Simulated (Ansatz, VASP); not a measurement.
## One calculation of EuBi, two programs

File INCAR:

```
  PREC = Accurate
  ENCUT = 520
  EDIFF = 1E-6
  ISMEAR = 0
  SIGMA = 0.05
  LREAL = F
  LASPH = T
  NELM = 150
  ALGO = Normal
  ISIF = 2
  LWAVE = F
  LCHARG = F
  ISPIN = 2
  MAGMOM = 7.23 0
  LORBIT = 11
  LMAXMIX = 6
  GGA = PS
  NBANDS = 27
```

The input KPOINTS:

```
regular mesh
0
Gamma
  8 8 8
```

Contents of POSCAR:

```
EuBi
1.0
    0.0000000000      3.6086976835      3.6086976835
    3.6086976835      0.0000000000      3.6086976835
    3.6086976835      3.6086976835      0.0000000000
Eu Bi
1 1
Direct
    0.0000000000      0.0000000000      0.0000000000
    0.2500000000      0.2500000000      0.2500000000
```

Input for Ansatz:

```yaml
crystal:
  lattice:
    - [0.0, 3.6086976835, 3.6086976835]
    - [3.6086976835, 0.0, 3.6086976835]
    - [3.6086976835, 3.6086976835, 0.0]
  atoms:
    - { symbol: Eu, position: [0.0, 0.0, 0.0], spin: 7.23 }
    - { symbol: Bi, position: [0.25, 0.25, 0.25] }
basis:
  ecutwfc: 420
  ecutrho_ratio: 4
kpoints:
  mp_grid: { grid: [8, 8, 8] }
hamiltonian:
  xc: pbesol
scf:
  occupations: { method: gaussian, width: 0.05 }
output:
  forces: true
  stress: true
  eigenvalues: true
  populations: true
magnetization:
  spin_polarized: true
```

Alike in both runs: task single point; functional PBEsol; k mesh 8 × 8 × 8; occupations gaussian, width 0.05 eV; collinear spin.

```csv
,VASP,Ansatz
version,VASP 6.6.1,Ansatz 0.2.0
potentials or method,"VASP PAW PBE potentials, release 64 (Eu, Bi_d), cutoff 520 eV","scalar-relativistic, plane waves, PAW"
valence electrons in the cell,32,32
```

Ansatz gave:

```
gap on the k mesh at the Fermi level (eV)                     : none
pressure (GPa)                                                : 0.5
net moment per atom (μB)                                      : 3.00
size of the moment on the site where the two differ most (μB) : 6.56
```

**Question.** Which values does VASP return?

**Answer.** gap on the k mesh at the Fermi level (eV): none; pressure (GPa): 0.3; net moment per atom (μB): 3.00; size of the moment on the site where the two differ most (μB): 6.40.

VASP's potentials were made for PBE, not for PBEsol. Site moments also hang on the region over which each program counts them. A gap of «none» marks a metal or a gap that the smearing closes. Ansatz's warnings: given moment on shells.

Neither program's run includes spin-orbit coupling.
